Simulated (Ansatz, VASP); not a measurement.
## KF in VASP and in Ansatz

```
K F
1.0
     0.00000    2.67350    2.67350
     2.67350    0.00000    2.67350
     2.67350    2.67350    0.00000
K F
1 1
Direct
  0.00000 0.00000 0.00000
  0.50000 0.50000 0.50000
```

Alike in both runs: task single point; functional RPBE; k mesh 8 × 8 × 8; occupations gaussian, width 0.05 eV; no spin polarisation.

|  | VASP | Ansatz |
| --- | --- | --- |
| version | VASP 6.6.1 | Ansatz 0.2.0 |
| potentials or method | VASP PAW PBE potentials, release 64 (K_sv, F), cutoff 520 eV | scalar-relativistic, plane waves, PAW |
| valence electrons in the cell | 16 | 16 |

|  | VASP | Ansatz | Ansatz less VASP |
| --- | --- | --- | --- |
| gap on the k mesh at the Fermi level (eV) | 6.49 | 6.50 | +0.012 |
| least direct gap on the mesh (eV) | 6.49 | 6.50 | +0.012 |
| pressure (GPa) | 4.0 | 4.0 | -0.04 |

VASP's potentials were made for PBE, not for RPBE.
